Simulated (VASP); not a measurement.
A run of VASP 6.6.1:

Contents of INCAR:

```
SYSTEM = InSb
PREC = Accurate
ENCUT = 520
EDIFF = 1E-6
ISMEAR = 0
SIGMA = 0.15
LREAL = .False.
LASPH = .True.
NELM = 100
ALGO = Normal
ISIF = 2
LWAVE = .False.
LCHARG = .False.
GGA = CA
NBANDS = 16
```

KPOINTS

```
regular mesh
0
Gamma
  16 16 8
  0 0 0
```

The input POSCAR:

```
InSb
1.0
    2.9648479544      0.0000000000      0.0000000000
    0.0000000000      2.9648479544      0.0000000000
    0.0000000000      0.0000000000      6.7073755272
In Sb
1 1
Direct
    0.0000000000      0.0000000000      0.0000000000
    0.0000000000      0.0000000000      0.5000000000
```

Potentials or basis: VASP PAW LDA potentials, release 64 (In_d, Sb).

The run is started by

```sh
$ cat potpaw_LDA.64/In_d/POTCAR potpaw_LDA.64/Sb/POTCAR > POTCAR
$ mpirun -np 1 vasp_std > vasp.out
```

Hardware: 1 thread of Intel(R) Xeon(R) 6975P-C (Granite Rapids), on a shared host.

Problem. How long does it take, and how much memory?

Solution. It took 44 s on 1 thread of Intel(R) Xeon(R) 6975P-C (Granite Rapids), with other jobs on the host, peak memory 0.33 GiB. Counts: scf iterations 10, k points 225.
